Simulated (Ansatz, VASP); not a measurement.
# Two plane-wave programs on La3Hf2O3

```
CELL_PARAMETERS angstrom
3.01773 1.74229 6.81363
-3.01773 1.74229 6.81363
0.00000 -3.48458 6.81363
ATOMIC_POSITIONS crystal
La 0.50000 0.50000 0.50000
La 0.12323 0.12323 0.12323
La 0.87677 0.87677 0.87677
Hf 0.28982 0.28982 0.28982
Hf 0.71018 0.71018 0.71018
O 0.50000 0.50000 0.00000
O 0.00000 0.50000 0.50000
O 0.50000 0.00000 0.50000
```

Alike in both runs: task single point; functional r2SCAN; k mesh 6 × 6 × 6; occupations gaussian, width 0.1 eV; no spin polarisation.

|  | VASP | Ansatz |
| --- | --- | --- |
| version | VASP 6.6.1 | Ansatz 0.2.0 |
| potentials or method | VASP PAW PBE potentials, release 64 (La, Hf_pv, O), cutoff 520 eV | scalar-relativistic, plane waves, PAW |
| valence electrons in the cell | 71 | 103 |

VASP gave:

| Quantity | Value |
| --- | --- |
| gap on the k mesh at the Fermi level (eV) | none |
| pressure (GPa) | -1.7 |
| traceless stress, the component that is largest in VASP (GPa) | 0.45 |
| rms of the force components (eV/Å) | 0.122 |

Q: Estimate Ansatz's values.

A: gap on the k mesh at the Fermi level (eV): none; pressure (GPa): -1.2; traceless stress, the component that is largest in VASP (GPa): 0.36; rms of the force components (eV/Å): 0.075.

VASP's potentials were made for PBE, not for r2SCAN. Atom by atom the forces differ by 0.050 eV/Å (rms over components). A gap of «none» marks a metal or a gap that the smearing closes. VASP's potentials hold 71 valence electrons a cell and Ansatz's 103, so a difference there can come from the potentials and not from the codes.

Neither program's run includes spin-orbit coupling.
